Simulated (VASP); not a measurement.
# Sn (Immm) in VASP: further runs

The runs below take Sn through single point, with LDA.

Program: VASP 6.6.1. These are calculated values, not measurements. Logs are shortened: lines on timing, memory, paths and dates and some standing lists are left out, and cuts for length are marked.

### Step 1. The cell of the first run

It takes space group Immm (No. 71, orthorhombic). The conventional cell has a = 3.406 Å, b = 3.503 Å, c = 4.613 Å, α = 90.00°, β = 90.00°, γ = 90.00°. Within 4.4 Å of Sn (site symmetry mmm) lie 12 Sn at 3.36 to 3.50 Å.

### Step 2. Single point, LDA (27.53 Å³/atom)

INCAR

```
ALGO = Fast ; EDIFF = 1E-6
ENCUT = 520 ; ISIF = 2
ISMEAR = -1 ; LASPH = T
LCHARG = T ; LELF = T
LREAL = F ; LVHAR = T
LWAVE = F ; NBANDS = 13
NELM = 100 ; PREC = Accurate
SIGMA = 0.05
```

KPOINTS

```
k-points
0
Gamma
  11 11 11
```

POSCAR

```
Sn
1.0
   -1.7032045314      1.7515501800      2.3067389097
    1.7032045314     -1.7515501800      2.3067389097
    1.7032045314      1.7515501800     -2.3067389097
Sn
1
Direct
    0.0000000000      0.0000000000      0.0000000000
```

Potentials or basis: VASP PAW LDA potentials, release 64 (Sn_d).

Launch:

```console
> cat potpaw_LDA.64/Sn_d/POTCAR > POTCAR
> mpirun -np 1 vasp_std > vasp.out
```

OUTCAR:

```text
EDIFF = 1E-6
   ENCUT = 520
   ISIF = 2
   ISMEAR = -1
   LASPH = T
   LREAL = F
   NELM = 100
   PREC = Accurate

 ion  position               nearest neighbor table
   1  0.000  0.000  0.000-

  LATTYP: Found a body centered orthorhombic cell.
 ALAT       =     3.4064090628
 B/A-ratio  =     1.0283851104
 C/A-ratio  =     1.3543522620

  Lattice vectors:

 A1 = (  -1.7032045314,   1.7515501800,   2.3067389097)
 A2 = (   1.7032045314,  -1.7515501800,   2.3067389097)
 A3 = (   1.7032045314,   1.7515501800,  -2.3067389097)

Analysis of symmetry for initial positions (statically):
=====================================================================
 Subroutine PRICEL returns:
 Original cell was already a primitive cell.

 Routine SETGRP: Setting up the symmetry group for a
 body centered orthorhombic supercell.

 Subroutine GETGRP returns: Found  8 space group operations
 (whereof  8 operations were pure point group operations)
 out of a pool of  8 trial point group operations.

The static configuration has the point symmetry D_2h.

Analysis of symmetry for dynamics (positions and initial velocities):
=====================================================================
 Subroutine PRICEL returns:
 Original cell was already a primitive cell.

 Routine SETGRP: Setting up the symmetry group for a
 body centered orthorhombic supercell.

 Subroutine GETGRP returns: Found  8 space group operations
 (whereof  8 operations were pure point group operations)
 out of a pool of  8 trial point group operations.

The dynamic configuration has the point symmetry D_2h.

 Subroutine INISYM returns: Found  8 space group operations
 (whereof  8 operations are pure point group operations),
 and found     1 'primitive' translations

----------------------------------------------------------------------------------------

                                     Primitive cell

  volume of cell :      27.5263

  direct lattice vectors                    reciprocal lattice vectors
    -1.703204531  1.751550180  2.306738910     0.000000000  0.285461419  0.216756217
     1.703204531 -1.751550180  2.306738910     0.293564273  0.000000000  0.216756217
     1.703204531  1.751550180 -2.306738910     0.293564273  0.285461419  0.000000000

  length of vectors
     3.360041385  3.360041385  3.360041385     0.358429183  0.364915388  0.409473081

  position of ions in fractional coordinates (direct lattice)
     0.000000000  0.000000000  0.000000000

  ion indices of the primitive-cell ions
   primitive index   ion index
                 1           1

----------------------------------------------------------------------------------------

 KPOINTS: k-points

Automatic generation of k-mesh.
 Grid dimensions read from file:
 generate k-points for:   11   11   11

 Generating k-lattice:

  Cartesian coordinates                     Fractional coordinates (reciprocal lattice)
     0.000000000  0.025951038  0.019705111     0.090909091  0.000000000  0.000000000
     0.026687661  0.000000000  0.019705111    -0.000000000  0.090909091  0.000000000
     0.026687661  0.025951038  0.000000000    -0.000000000  0.000000000  0.090909091

  Length of vectors
     0.032584471  0.033174126  0.037224826

  Shift w.r.t. Gamma in fractional coordinates (k-lattice)
     0.000000000  0.000000000  0.000000000

 Subroutine IBZKPT returns following result:
 ===========================================

 Found    216 irreducible k-points:

 Following reciprocal coordinates:
            Coordinates               Weight
  0.000000  0.000000  0.000000      1.000000
  0.090909  0.000000 -0.000000      4.000000
  0.181818  0.000000 -0.000000      4.000000
  0.272727  0.000000 -0.000000      4.000000
  0.363636  0.000000 -0.000000      4.000000
  0.454545  0.000000 -0.000000      4.000000
[... 16 lines left out ...]
  0.454545  0.181818 -0.000000      8.000000
 -0.454545  0.181818  0.000000      8.000000
 [... further k-points ...]
   k-points           NKPTS =    216   k-points in BZ     NKDIM =    216   number of bands    NBANDS=     13
   number of dos      NEDOS =    301   number of ions     NIONS =      1
   total plane-waves  NPLWV =  21952
   dimension x,y,z NGX =    28 NGY =   28 NGZ =   28
   dimension x,y,z NGXF=    56 NGYF=   56 NGZF=   56
   ions per type =               1
   NGX,Y,Z   is equivalent  to a cutoff of  13.85, 13.85, 13.85 a.u.
   NGXF,Y,Z  is equivalent  to a cutoff of  27.71, 27.71, 27.71 a.u.
 SYSTEM =  unknown system
   PREC   = accura    normal or accurate (medium, high low for compatibility)
   ISTART =      0    job   : 0-new  1-cont  2-samecut
   ICHARG =      2    charge: 1-file 2-atom 10-const
   ISPIN  =      1    spin polarized calculation?
   LNONCOLLINEAR =      F non collinear calculations
   LSORBIT =      F    spin-orbit coupling
   LASPH  =      T    aspherical Exc in radial PAW
   ENCUT  =  520.0 eV  38.22 Ry    6.18 a.u.   6.25  6.25  6.25*2*pi/ulx,y,z
   NELM   =    100;   NELMIN=  2; NELMDL= -5     # of ELM steps
   EDIFF  = 0.1E-05   stopping-criterion for ELM
   LREAL  =      F    real-space projection
   EDIFFG = 0.1E-04   stopping-criterion for IOM
   NSW    =      0    number of steps for IOM
   IBRION =     -1    ionic relax: 0-MD 1-quasi-New 2-CG
   NFREE  =      0    steps in history (QN), initial steepest desc. (CG)
   ISIF   =      2    stress and relaxation
   ISYM   =      2    0-nonsym 1-usesym 2-fastsym
   POTIM  = 0.5000    time-step for ionic-motion
   TEBEG  =    0.0;   TEEND  =   0.0 temperature during run
   PSTRESS=    0.0 pullay stress
   NELECT =      14.0000    total number of electrons
   NUPDOWN=      -1.0000    fix difference up-down
   EMIN   =  10.00;   EMAX   =-10.00  energy-range for DOS
   EFERMI =   0.00;   METHOD = LEGACY
   ISMEAR =    -1;   SIGMA  =   0.05  broadening in eV -4-tet -1-fermi 0-gaus
   EFERMI_NEDOS =   21; number of points for ismear=-14 and -15
   IALGO  =     68    algorithm
   IMIX   =      4    mixing-type and parameters
     AMIX     =   0.40;   BMIX     =  1.00
     AMIX_MAG =   1.60;   BMIX_MAG =  1.00
  volume/ion in A,a.u.               =      27.53       185.76
  Fermi-wavevector in a.u.,A,eV,Ry     =   1.306777  2.469451 23.234218  1.707667
  Thomas-Fermi vector in A             =   2.437556
   LORBIT       =      0    0 simple, 1 ext, 2 COOP (PROOUT), +10 PAW based schemes
   GGA     = CA    functional components
   LHFCALC =     F    Hartree Fock is set to
   AEXX    =    0.0000 exact exchange contribution
   IVDW    =     0    specifies the selected vdW correction
   LEPSILON=     F    determine dielectric tensor
   LRPA    =     F    only Hartree local field effects (RPA)
 non-spin polarized calculation
 RMM-DIIS sequential band-by-band and
  energy-cutoff  :      520.00
  volume of cell :       27.53
 maximum number of plane-waves:       760
 NGX is ok and might be reduce to    28
   NGX = 13   NGY = 13   NGZ = 13

 number of electron      14.0000001 magnetization

 Free energy of the ion-electron system (eV)
  ---------------------------------------------------
  ext. energy  EPLUGINS =         0.00000000
  ---------------------------------------------------
  free energy    TOTEN  =        -4.42988766 eV

  energy without entropy =       -4.42630263  energy(sigma->0) =       -4.42809515

 E-fermi :   7.7066     XC(G=0): -10.5411

 val. band max:        7.6777066498   @ k =   0.1818   0.1818   0.1818
 cond. band min:       7.7139945800   @ k =   0.4545   0.2727   0.0909
 fundamental gap:      0.0362879302
 Fermi energy:         7.7066277970

 k-point     1 :       0.0000    0.0000    0.0000
  band No.  band energies     occupation
      1     -13.7542      2.00000
      2     -13.7373      2.00000
      3     -13.7147      2.00000
      4     -13.6799      2.00000
      5     -13.6393      2.00000
      6      -3.3498      2.00000
      7      14.9486      0.00000
      8      15.0993      0.00000
      9      15.5229      0.00000
     10      18.4962      0.00000
     11      19.1571      0.00000
     12      19.6724      0.00000
     13      19.8405      0.00000

 k-point     2 :       0.0909    0.0000   -0.0000
  band No.  band energies     occupation
      1     -13.7499      2.00000
      2     -13.7309      2.00000
      3     -13.7132      2.00000
      4     -13.6780      2.00000
      5     -13.6403      2.00000
      6      -3.1849      2.00000
      7      13.3466      0.00000
      8      14.8956      0.00000
      9      15.2054      0.00000
     10      17.9109      0.00000
     11      19.7700      0.00000
     12      20.2589      0.00000
     13      21.3007      0.00000

 k-point     3 :       0.1818    0.0000   -0.0000
  band No.  band energies     occupation
      1     -13.7414      2.00000
      2     -13.7228      2.00000
      3     -13.7100      2.00000
      4     -13.6638      2.00000
      5     -13.6396      2.00000
      6      -2.6902      2.00000
      7      10.5604      0.00000
      8      14.5455      0.00000
      9      14.5731      0.00000
     10      17.6021      0.00000
     11      20.1422      0.00000
     12      20.1624      0.00000
     13      21.0851      0.00000
[... 305 lines left out ...]
 k-point    23 :       0.4545    0.1818   -0.0000
  band No.  band energies     occupation
      1     -13.7482      2.00000
      2     -13.7037      2.00000
      3     -13.6819      2.00000
      4     -13.6224      2.00000
      5     -13.5895      2.00000
      6       1.2197      2.00000
      7       3.8605      2.00000
      8       9.6303      0.00000
      9      12.2894      0.00000
     10      15.5852      0.00000
     11      20.4201      0.00000
     12      21.7359      0.00000
     13      23.3554      0.00000

 k-point    24 :      -0.4545    0.1818    0.0000
  band No.  band energies     occupation
      1     -13.7549      2.00000
      2     -13.7092      2.00000
      3     -13.6770      2.00000
      4     -13.6323      2.00000
      5     -13.5871      2.00000
      6       0.1593      2.00000
      7       5.3736      2.00000
      8      10.2667      0.00000
      9      11.9652      0.00000
     10      15.2949      0.00000
     11      20.4867      0.00000
     12      21.5077      0.00000
     13      22.9869      0.00000

 [... further k-points ...]

------------------------ aborting loop because EDIFF is reached ----------------------------------------

  FORCE on cell =-STRESS in cart. coord.  units (eV):
  Direction    XX          YY          ZZ          XY          YZ          ZX
  --------------------------------------------------------------------------------------
  -------------------------------------------------------------------------------------
  Total       -0.4219980     -0.7146651     -0.4829871      0.0000000      0.0000000      0.0000000
  in kB      -24.5625350    -41.5973182    -28.1124234      0.0000000      0.0000000      0.0000000
  external PRESSURE =     -31.4240922 kB  Pullay stress =       0.0000000 kB

 VOLUME and BASIS-vectors are now :
 -----------------------------------------------------------------------------
  energy-cutoff  :      520.00
  volume of cell :       27.53
      direct lattice vectors                 reciprocal lattice vectors
    -1.703204531  1.751550180  2.306738910     0.000000000  0.285461419  0.216756217
     1.703204531 -1.751550180  2.306738910     0.293564273  0.000000000  0.216756217
     1.703204531  1.751550180 -2.306738910     0.293564273  0.285461419  0.000000000

 POSITION                                       TOTAL-FORCE (eV/Angst)
 -----------------------------------------------------------------------------------
      0.00000      0.00000      0.00000         0.000000     -0.000000      0.000000
 -----------------------------------------------------------------------------------
    total drift:                               -0.000000     -0.000000     -0.000000

  FREE ENERGIE OF THE ION-ELECTRON SYSTEM (eV)
  ---------------------------------------------------
  free  energy   TOTEN  =        -4.4298876638 eV

  energy  without entropy=       -4.4263026304  energy(sigma->0) =       -4.42809515
```

Run time: 2.3 min. Hardware: 1 thread of Intel Xeon 8259CL, shared host; peak memory 0.19 GiB.

Results:

* Free energy: -4.4299 eV
* Pressure: -3.1 GPa
* Band gap on the k mesh: zero (bands 7 and 8 overlap by 9.08 eV)

Stress tensor (GPa, compression positive):
```
-2.46  0.00  0.00
 0.00 -4.16  0.00
 0.00  0.00 -2.81
```

Caveat: the cell stands under tension; spin-orbit coupling is left out, which moves the levels of the heavy elements.

(Part 1 of 2 ends here.)
